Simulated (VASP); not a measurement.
Wanted: the native input for a VASP 6.6.1 run.

| Item | Value |
| --- | --- |
| Task | single point |
| Functional | PBE |
| Potentials or basis | VASP PAW PBE potentials, release 64 (In_d, P, N_h) |
| Cutoff | 910 eV |
| k mesh | 6 × 6 × 2 |
| Occupations | gaussian, width 0.1 eV |
| Spin | no spin polarisation |
| Dipole correction | no |
| Second run | hard_potentials |
| Further INCAR settings | ALGO = Normal; EDIFF = 1e-06; NBANDS = 28 |

The structure of InP2N3 lies in POSCAR:

```
InP2N3
1.0
    3.3362351012     -1.5658298283      0.4004912837
    3.3362351012      1.5658298283      0.4004912837
    1.0868627153      0.0000000000      7.7403195925
In P N
1 2 3
Direct
    0.5000000000      0.5000000000      0.5000000000
    0.0454257457      0.0454257457      0.1529293735
    0.9545742543      0.9545742543      0.8470706265
    0.5000000000      0.5000000000      0.0000000000
    0.1257392086      0.1257392086      0.6568715997
    0.8742607914      0.8742607914      0.3431284003
```

These files were run (other wordings do the same):

INCAR

```
SYSTEM = InP2N3
ALGO = Normal ; EDIFF = 1E-6
ENCUT = 910 ; GGA = PE
GGA_COMPAT = .False. ; ISIF = 2
ISMEAR = 0 ; LASPH = .True.
LCHARG = .False. ; LREAL = .False.
LWAVE = .False. ; NBANDS = 28
NELM = 120 ; PREC = Accurate
SIGMA = 0.1
```

KPOINTS

```
k-points
0
Gamma
  6 6 2
  0 0 0
```

Potentials or basis: VASP PAW PBE potentials, release 64 (In_d, P, N_h).

The run is started by

```bash
$ cat potpaw_PBE.64/In_d/POTCAR potpaw_PBE.64/P/POTCAR potpaw_PBE.64/N_h/POTCAR > POTCAR
$ mpirun -np 1 vasp_std > vasp.out
```

Results of the run:

| Property | Result |
| --- | --- |
| Pressure | -0.3 GPa |
| Largest force | 0.142 eV/Å |
| Band gap on the k mesh | zero (band 19 reaches 7.80 eV, above the bottom of band 20 at 6.84 eV) |

Caveat: the k points lie up to 0.42 Å⁻¹ apart; the cutoff is under 1.25 times the usual one of these potentials, so pressure, stress and relaxed cells hold a basis-set (Pulay) error; spin-orbit coupling is left out, which moves the levels of the heavy elements.

Run time: 2.3 min on 1 thread of Intel(R) Xeon(R) Platinum 8375C CPU @ 2.90GHz (Ice Lake), on a shared host, peak memory 0.38 GiB.
